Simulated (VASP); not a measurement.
# Fe (Im-3m) in VASP: a series of runs

The runs below take Fe through single point, with r2SCAN.

Program: VASP 6.6.1. These are calculated values, not measurements. Logs are shortened: lines on timing, memory, paths and dates and some standing lists are left out, and cuts for length are marked.

### Step 1. The cell of the first run

It takes space group Im-3m (No. 229, cubic). The conventional cell has a = 2.928 Å, b = 2.928 Å, c = 2.928 Å, α = 90.00°, β = 90.00°, γ = 90.00°. Within 3.3 Å of Fe (site symmetry m-3m) lie 14 Fe at 2.54 to 2.93 Å.

### Step 2. Single point, r2SCAN, collinear spin, zero start

POSCAR reads:

```
Fe
1.0
   -1.4640000000      1.4640000000      1.4640000000
    1.4640000000     -1.4640000000      1.4640000000
    1.4640000000      1.4640000000     -1.4640000000
Fe
1
Direct
    0.0000000000      0.0000000000      0.0000000000
```

INCAR.step1 reads:

```
PREC = Accurate ; ENCUT = 520
ISMEAR = -1 ; SIGMA = 0.1
LREAL = False ; LASPH = True
NELM = 150 ; ISPIN = 2
MAGMOM = 0 ; NUPDOWN = 0.0
LMAXMIX = 4 ; NBANDS = 14
GGA = PE ; ALGO = Normal
EDIFF = 1E-4 ; LWAVE = True
LCHARG = False
```

INCAR.step2 reads:

```
PREC = Accurate ; ENCUT = 520
EDIFF = 1E-7 ; ISMEAR = -1
SIGMA = 0.1 ; LREAL = False
LASPH = True ; NELM = 150
ALGO = Normal ; ISIF = 2
LWAVE = False ; LCHARG = False
ISPIN = 2 ; MAGMOM = 0
LORBIT = 11 ; NUPDOWN = 0.0
LMAXMIX = 4 ; METAGGA = R2SCAN
LMIXTAU = True ; NBANDS = 14
ISTART = 1
```

KPOINTS reads:

```
Automatic mesh
0
Gamma
  14 14 14
```

Potentials or basis: VASP PAW PBE potentials, release 64 (Fe).

Command:

```
$ cat potpaw_PBE.64/Fe/POTCAR > POTCAR
$ cp INCAR.step1 INCAR
$ mpirun -np 1 vasp_std > vasp.out
$ cp INCAR.step2 INCAR
$ mpirun -np 1 vasp_std > vasp.out
```

OUTCAR:

```text
PREC = Accurate
   ENCUT = 520
   EDIFF = 1E-7
   ISMEAR = -1
   LREAL = False
   LASPH = True
   NELM = 150
   ISIF = 2
   ISPIN = 2
   LORBIT = 11
   NUPDOWN = 0.0
   METAGGA = R2SCAN
   ISTART = 1

 ion  position               nearest neighbor table
   1  0.000  0.000  0.000-

  LATTYP: Found a body centered cubic cell.
 ALAT       =     2.9280000000

  Lattice vectors:

 A1 = (  -1.4640000000,   1.4640000000,   1.4640000000)
 A2 = (   1.4640000000,  -1.4640000000,   1.4640000000)
 A3 = (   1.4640000000,   1.4640000000,  -1.4640000000)

Analysis of symmetry for initial positions (statically):
=====================================================================
 Subroutine PRICEL returns:
 Original cell was already a primitive cell.

 Routine SETGRP: Setting up the symmetry group for a
 body centered cubic supercell.

 Subroutine GETGRP returns: Found 48 space group operations
 (whereof 48 operations were pure point group operations)
 out of a pool of 48 trial point group operations.

The static configuration has the point symmetry O_h .

Analysis of symmetry for dynamics (positions and initial velocities):
=====================================================================
 Subroutine PRICEL returns:
 Original cell was already a primitive cell.

 Routine SETGRP: Setting up the symmetry group for a
 body centered cubic supercell.

 Subroutine GETGRP returns: Found 48 space group operations
 (whereof 48 operations were pure point group operations)
 out of a pool of 48 trial point group operations.

The dynamic configuration has the point symmetry O_h .

Analysis of structural, dynamic, and magnetic symmetry:
=====================================================================
 Subroutine PRICEL returns:
 Original cell was already a primitive cell.

 Routine SETGRP: Setting up the symmetry group for a
 body centered cubic supercell.

 Subroutine GETGRP returns: Found 48 space group operations
 (whereof 48 operations were pure point group operations)
 out of a pool of 48 trial point group operations.

The overall configuration has the point symmetry O_h .

 Subroutine INISYM returns: Found 48 space group operations
 (whereof 48 operations are pure point group operations),
 and found     1 'primitive' translations

----------------------------------------------------------------------------------------

                                     Primitive cell

  volume of cell :      12.5511

  direct lattice vectors                    reciprocal lattice vectors
    -1.464000000  1.464000000  1.464000000     0.000000000  0.341530055  0.341530055
     1.464000000 -1.464000000  1.464000000     0.341530055  0.000000000  0.341530055
     1.464000000  1.464000000 -1.464000000     0.341530055  0.341530055  0.000000000

  length of vectors
     2.535722382  2.535722382  2.535722382     0.482996435  0.482996435  0.482996435

  position of ions in fractional coordinates (direct lattice)
     0.000000000  0.000000000  0.000000000

  ion indices of the primitive-cell ions
   primitive index   ion index
                 1           1

----------------------------------------------------------------------------------------

 KPOINTS: Automatic mesh

Automatic generation of k-mesh.
 Grid dimensions read from file:
 generate k-points for:   14   14   14

 Generating k-lattice:

  Cartesian coordinates                     Fractional coordinates (reciprocal lattice)
     0.000000000  0.024395004  0.024395004     0.071428571  0.000000000  0.000000000
     0.024395004  0.000000000  0.024395004     0.000000000  0.071428571  0.000000000
     0.024395004  0.024395004  0.000000000     0.000000000  0.000000000  0.071428571

  Length of vectors
     0.034499745  0.034499745  0.034499745

  Shift w.r.t. Gamma in fractional coordinates (k-lattice)
     0.000000000  0.000000000  0.000000000

 Subroutine IBZKPT returns following result:
 ===========================================

 Found    104 irreducible k-points:

 Following reciprocal coordinates:
            Coordinates               Weight
  0.000000  0.000000  0.000000      1.000000
  0.071429  0.000000  0.000000     12.000000
  0.142857  0.000000  0.000000     12.000000
  0.214286  0.000000  0.000000     12.000000
  0.285714  0.000000  0.000000     12.000000
  0.357143  0.000000  0.000000     12.000000
[... 16 lines left out ...]
  0.285714  0.285714  0.000000     24.000000
  0.357143  0.285714  0.000000     24.000000
 [... further k-points ...]
   k-points           NKPTS =    104   k-points in BZ     NKDIM =    104   number of bands    NBANDS=     14
   number of dos      NEDOS =    301   number of ions     NIONS =      1
   total plane-waves  NPLWV =   8000
   dimension x,y,z NGX =    20 NGY =   20 NGZ =   20
   dimension x,y,z NGXF=    40 NGYF=   40 NGZF=   40
   ions per type =               1
   NGX,Y,Z   is equivalent  to a cutoff of  13.11, 13.11, 13.11 a.u.
   NGXF,Y,Z  is equivalent  to a cutoff of  26.22, 26.22, 26.22 a.u.
 SYSTEM =  unknown system
   PREC   = accura    normal or accurate (medium, high low for compatibility)
   ISTART =      1    job   : 0-new  1-cont  2-samecut
   ICHARG =      0    charge: 1-file 2-atom 10-const
   ISPIN  =      2    spin polarized calculation?
   LNONCOLLINEAR =      F non collinear calculations
   LSORBIT =      F    spin-orbit coupling
   LASPH  =      T    aspherical Exc in radial PAW
   ENCUT  =  520.0 eV  38.22 Ry    6.18 a.u.   4.71  4.71  4.71*2*pi/ulx,y,z
   NELM   =    150;   NELMIN=  2; NELMDL=  0     # of ELM steps
   EDIFF  = 0.1E-06   stopping-criterion for ELM
   LREAL  =      F    real-space projection
   EDIFFG = 0.1E-05   stopping-criterion for IOM
   NSW    =      0    number of steps for IOM
   IBRION =     -1    ionic relax: 0-MD 1-quasi-New 2-CG
   NFREE  =      0    steps in history (QN), initial steepest desc. (CG)
   ISIF   =      2    stress and relaxation
   ISYM   =      2    0-nonsym 1-usesym 2-fastsym
   POTIM  = 0.5000    time-step for ionic-motion
   TEBEG  =    0.0;   TEEND  =   0.0 temperature during run
   PSTRESS=    0.0 pullay stress
   NELECT =       8.0000    total number of electrons
   NUPDOWN=       0.0000    fix difference up-down
   EMIN   =  10.00;   EMAX   =-10.00  energy-range for DOS
   EFERMI =   0.00;   METHOD = LEGACY
   ISMEAR =    -1;   SIGMA  =   0.10  broadening in eV -4-tet -1-fermi 0-gaus
   EFERMI_NEDOS =   21; number of points for ismear=-14 and -15
   IALGO  =     38    algorithm
   IMIX   =      4    mixing-type and parameters
     AMIX     =   0.40;   BMIX     =  1.00
     AMIX_MAG =   1.60;   BMIX_MAG =  1.00
  volume/ion in A,a.u.               =      12.55        84.70
  Fermi-wavevector in a.u.,A,eV,Ry     =   1.408890  2.662416 27.007170  1.984971
  Thomas-Fermi vector in A             =   2.531002
   LORBIT       =     11    0 simple, 1 ext, 2 COOP (PROOUT), +10 PAW based schemes
   METAGGA = R2SCAN    functional components
   LHFCALC =     F    Hartree Fock is set to
   AEXX    =    0.0000 exact exchange contribution
   IVDW    =     0    specifies the selected vdW correction
   LEPSILON=     F    determine dielectric tensor
   LRPA    =     F    only Hartree local field effects (RPA)
 spin polarized calculation
  energy-cutoff  :      520.00
  volume of cell :       12.55
 maximum number of plane-waves:       370
   NGX =  9   NGY =  9   NGZ =  9

 number of electron       7.9999998 magnetization       0.0000000

 number of electron       7.9999998 magnetization      -0.0000000

 Free energy of the ion-electron system (eV)
  ---------------------------------------------------
  ext. energy  EPLUGINS =         0.00000000
  ---------------------------------------------------
  free energy    TOTEN  =       -13.01114683 eV

  energy without entropy =      -12.88734445  energy(sigma->0) =      -12.94924564

 E-fermi :   4.7801     XC(G=0): -13.6689

 val. band max:        4.7800597357   @ k =  -0.4286   0.4286   0.3571
 cond. band min:       4.7870559307   @ k =   0.4286   0.0714   0.0714
 fundamental gap:      0.0069961950
 Fermi energy:         4.7801205713

 spin component 1

 k-point     1 :       0.0000    0.0000    0.0000
  band No.  band energies     occupation
      1      -3.5436      1.00000
      2       3.2659      1.00000
      3       3.2659      1.00000
      4       3.2659      1.00000
      5       4.8145      0.41479
      6       4.8145      0.41478
      7      29.7823      0.00000
      8      29.7823      0.00000
      9      29.7823      0.00000
     10      34.4925      0.00000
     11      34.4925      0.00000
     12      36.3620      0.00000
     13      36.3620      0.00000
     14      36.3620      0.00000
[... 375 lines left out ...]
 k-point    24 :       0.3571    0.2857    0.0000
  band No.  band energies     occupation
      1       1.8041      1.00000
      2       2.3261      1.00000
      3       2.6286      1.00000
      4       4.8238      0.39244
      5       4.9901      0.10913
      6      10.4150      0.00000
      7      12.1664      0.00000
      8      14.5287      0.00000
      9      23.5676      0.00000
     10      32.1408      0.00000
     11      33.7264      0.00000
     12      40.2930      0.00000
     13      43.7754      0.00000
     14      47.7874      0.00000

 [... further k-points ...]

 spin component 2

 k-point     1 :       0.0000    0.0000    0.0000
  band No.  band energies     occupation
      1      -3.5436      1.00000
      2       3.2659      1.00000
      3       3.2659      1.00000
      4       3.2659      1.00000
      5       4.8145      0.41479
      6       4.8145      0.41478
      7      29.7823      0.00000
      8      29.7823      0.00000
      9      29.7823      0.00000
     10      34.4925      0.00000
     11      34.4925      0.00000
     12      36.3620      0.00000
     13      36.3620      0.00000
     14      36.3620      0.00000
[... 375 lines left out ...]
 k-point    24 :       0.3571    0.2857    0.0000
  band No.  band energies     occupation
      1       1.8041      1.00000
      2       2.3261      1.00000
      3       2.6286      1.00000
      4       4.8238      0.39244
      5       4.9901      0.10913
      6      10.4150      0.00000
      7      12.1664      0.00000
      8      14.5287      0.00000
      9      23.5676      0.00000
     10      32.1408      0.00000
     11      33.7264      0.00000
     12      40.2930      0.00000
     13      43.7754      0.00000
     14      47.7874      0.00000

 [... further k-points ...]
[... 5 lines left out ...]
  --------------------------------------------------------------------------------------
  -------------------------------------------------------------------------------------
  Total       -2.9382535     -2.9382535     -2.9382535     -0.0000000      0.0000000      0.0000000
  in kB     -375.0737051   -375.0737051   -375.0737051     -0.0000000      0.0000000      0.0000000
  external PRESSURE =    -375.0737051 kB  Pullay stress =       0.0000000 kB

 VOLUME and BASIS-vectors are now :
 -----------------------------------------------------------------------------
  energy-cutoff  :      520.00
  volume of cell :       12.55
      direct lattice vectors                 reciprocal lattice vectors
    -1.464000000  1.464000000  1.464000000     0.000000000  0.341530055  0.341530055
     1.464000000 -1.464000000  1.464000000     0.341530055  0.000000000  0.341530055
     1.464000000  1.464000000 -1.464000000     0.341530055  0.341530055  0.000000000

 POSITION                                       TOTAL-FORCE (eV/Angst)
 -----------------------------------------------------------------------------------
      0.00000      0.00000      0.00000         0.000000      0.000000      0.000000
 -----------------------------------------------------------------------------------
    total drift:                               -0.000000     -0.000000      0.000000

  FREE ENERGIE OF THE ION-ELECTRON SYSTEM (eV)
  ---------------------------------------------------
  free  energy   TOTEN  =       -13.0111468319 eV

  energy  without entropy=      -12.8873444530  energy(sigma->0) =      -12.94924564

 total charge

# of ion       s       p       d       tot
------------------------------------------
    1        0.442   0.465   6.176   7.083

 magnetization (x)

# of ion       s       p       d       tot
------------------------------------------
    1       -0.000  -0.000   0.000   0.000
```

Run time: 78 s. Hardware: 1 thread of AMD EPYC 9R45 (Zen 5), shared host; peak memory 0.12 GiB.

Results:

```yaml
Free_energy: -13.0111 eV
Pressure: -37.5 GPa
Net_moment: 0.00 μB per cell
Valence_electrons_inside_the_program's_atomic_spheres: Fe 7.08
```

Caveat: the PAW data sets were made with another functional, which shifts forces and pressure a little; the total moment is fixed, so each spin has its own Fermi level.

### Step 3. Single point, r2SCAN, collinear spin, ferromagnetic start

POSCAR is that of step 2.

INCAR.step1 reads:

```
SYSTEM = Fe
ALGO = Normal ; EDIFF = 1E-4
ENCUT = 520 ; GGA = PE
ISMEAR = -1 ; ISPIN = 2
LASPH = .True. ; LCHARG = .False.
LMAXMIX = 4 ; LREAL = .False.
LWAVE = .True. ; MAGMOM = 4
NBANDS = 14 ; NELM = 150
PREC = Accurate ; SIGMA = 0.1
```

INCAR.step2 reads:

```
SYSTEM = Fe
ALGO = Normal ; EDIFF = 1E-7
ENCUT = 520 ; ISIF = 2
ISMEAR = -1 ; ISPIN = 2
ISTART = 1 ; LASPH = .True.
LCHARG = .False. ; LMAXMIX = 4
LMIXTAU = .True. ; LORBIT = 11
LREAL = .False. ; LWAVE = .False.
MAGMOM = 4 ; METAGGA = R2SCAN
NBANDS = 14 ; NELM = 150
PREC = Accurate ; SIGMA = 0.1
```

KPOINTS reads:

```
k-points
0
Gamma
  14 14 14
  0 0 0
```

Potentials or basis: VASP PAW PBE potentials, release 64 (Fe).

Command:

```
$ cat potpaw_PBE.64/Fe/POTCAR > POTCAR
$ cp INCAR.step1 INCAR
$ mpirun -np 1 vasp_std > vasp.out
$ cp INCAR.step2 INCAR
$ mpirun -np 1 vasp_std > vasp.out
```

OUTCAR:

```text
SYSTEM = Fe
   EDIFF = 1E-7
   ENCUT = 520
   ISIF = 2
   ISMEAR = -1
   ISPIN = 2
   ISTART = 1
   LASPH = .True.
   LORBIT = 11
   LREAL = .False.
   METAGGA = R2SCAN
   NELM = 150
   PREC = Accurate

 ion  position               nearest neighbor table
   1  0.000  0.000  0.000-

  LATTYP: Found a body centered cubic cell.
 ALAT       =     2.9280000000

  Lattice vectors:

 A1 = (  -1.4640000000,   1.4640000000,   1.4640000000)
 A2 = (   1.4640000000,  -1.4640000000,   1.4640000000)
 A3 = (   1.4640000000,   1.4640000000,  -1.4640000000)

Analysis of symmetry for initial positions (statically):
=====================================================================
 Subroutine PRICEL returns:
 Original cell was already a primitive cell.

 Routine SETGRP: Setting up the symmetry group for a
 body centered cubic supercell.

 Subroutine GETGRP returns: Found 48 space group operations
 (whereof 48 operations were pure point group operations)
 out of a pool of 48 trial point group operations.

The static configuration has the point symmetry O_h .

Analysis of symmetry for dynamics (positions and initial velocities):
=====================================================================
 Subroutine PRICEL returns:
 Original cell was already a primitive cell.

 Routine SETGRP: Setting up the symmetry group for a
 body centered cubic supercell.

 Subroutine GETGRP returns: Found 48 space group operations
 (whereof 48 operations were pure point group operations)
 out of a pool of 48 trial point group operations.

The dynamic configuration has the point symmetry O_h .

Analysis of structural, dynamic, and magnetic symmetry:
=====================================================================
 Subroutine PRICEL returns:
 Original cell was already a primitive cell.

 Routine SETGRP: Setting up the symmetry group for a
 body centered cubic supercell.

 Subroutine GETGRP returns: Found 48 space group operations
 (whereof 48 operations were pure point group operations)
 out of a pool of 48 trial point group operations.

[... 149 lines left out ...]
 fundamental gap:      0.0154211269
 Fermi energy:         5.0047081409

 spin component 1

 k-point     1 :       0.0000    0.0000    0.0000
  band No.  band energies     occupation
      1      -3.2625      1.00000
      2       1.8406      1.00000
      3       1.8407      1.00000
      4       1.8407      1.00000
      5       2.9250      1.00000
      6       2.9250      1.00000
      7      29.8473      0.00000
      8      29.8473      0.00000
      9      29.8473      0.00000
     10      34.2890      0.00000
     11      34.2890      0.00000
     12      35.6286      0.00000
     13      35.6287      0.00000
     14      35.6287      0.00000
[... 379 lines left out ...]
      3       1.5612      1.00000
      4       3.0703      1.00000
      5       3.2415      1.00000
      6       9.9408      0.00000
      7      11.6296      0.00000
      8      13.9763      0.00000
      9      23.1407      0.00000
     10      31.8897      0.00000
     11      33.4579      0.00000
     12      39.3934      0.00000
     13      43.0919      0.00000
     14      47.0434      0.00000

 [... further k-points ...]

 spin component 2

 k-point     1 :       0.0000    0.0000    0.0000
  band No.  band energies     occupation
      1      -3.8796      1.00000
      2       5.3941      0.01995
      3       5.3942      0.01995
      4       5.3942      0.01994
      5       7.4480      0.00000
      6       7.4480      0.00000
      7      29.5015      0.00000
      8      29.5016      0.00000
      9      29.5016      0.00000
     10      34.8992      0.00000
     11      34.8992      0.00000
     12      37.3945      0.00000
     13      37.3946      0.00000
     14      37.3948      0.00000
[... 379 lines left out ...]
      3       3.7862      0.99999
      4       7.3516      0.00000
      5       7.5447      0.00000
      6      11.6024      0.00000
      7      13.2966      0.00000
      8      15.4617      0.00000
      9      24.2106      0.00000
     10      32.4335      0.00000
     11      34.0148      0.00000
     12      41.5761      0.00000
     13      44.6593      0.00000
     14      48.6456      0.00000

 [... further k-points ...]
[... 5 lines left out ...]
  --------------------------------------------------------------------------------------
  -------------------------------------------------------------------------------------
  Total       -0.7249970     -0.7249970     -0.7249970      0.0000000      0.0000000     -0.0000000
  in kB      -92.5472632    -92.5472632    -92.5472632      0.0000000      0.0000000     -0.0000000
  external PRESSURE =     -92.5472632 kB  Pullay stress =       0.0000000 kB

 VOLUME and BASIS-vectors are now :
 -----------------------------------------------------------------------------
  energy-cutoff  :      520.00
  volume of cell :       12.55
      direct lattice vectors                 reciprocal lattice vectors
    -1.464000000  1.464000000  1.464000000     0.000000000  0.341530055  0.341530055
     1.464000000 -1.464000000  1.464000000     0.341530055  0.000000000  0.341530055
     1.464000000  1.464000000 -1.464000000     0.341530055  0.341530055  0.000000000

 POSITION                                       TOTAL-FORCE (eV/Angst)
 -----------------------------------------------------------------------------------
      0.00000      0.00000      0.00000         0.000000     -0.000000      0.000000
 -----------------------------------------------------------------------------------
    total drift:                                0.000000     -0.000000      0.000000

  FREE ENERGIE OF THE ION-ELECTRON SYSTEM (eV)
  ---------------------------------------------------
  free  energy   TOTEN  =       -14.3449925311 eV

  energy  without entropy=      -14.3182464726  energy(sigma->0) =      -14.33161950

 total charge

# of ion       s       p       d       tot
------------------------------------------
    1        0.456   0.503   6.117   7.076

 magnetization (x)

# of ion       s       p       d       tot
------------------------------------------
    1       -0.009  -0.109   2.947   2.829
```

It took 86 s on 1 thread of AMD EPYC 9R45 (Zen 5), shared host; peak memory 0.12 GiB.

Results:

```
Free energy                                           : -14.3450 eV
Pressure                                              : -9.3 GPa
Net moment                                            : 2.74 μB per cell
Site moments                                          : Fe +2.83 μB
Valence electrons inside the program's atomic spheres : Fe 7.08
```

Caveat: the PAW data sets were made with another functional, which shifts forces and pressure a little.

(Part 1 of 2 ends here.)
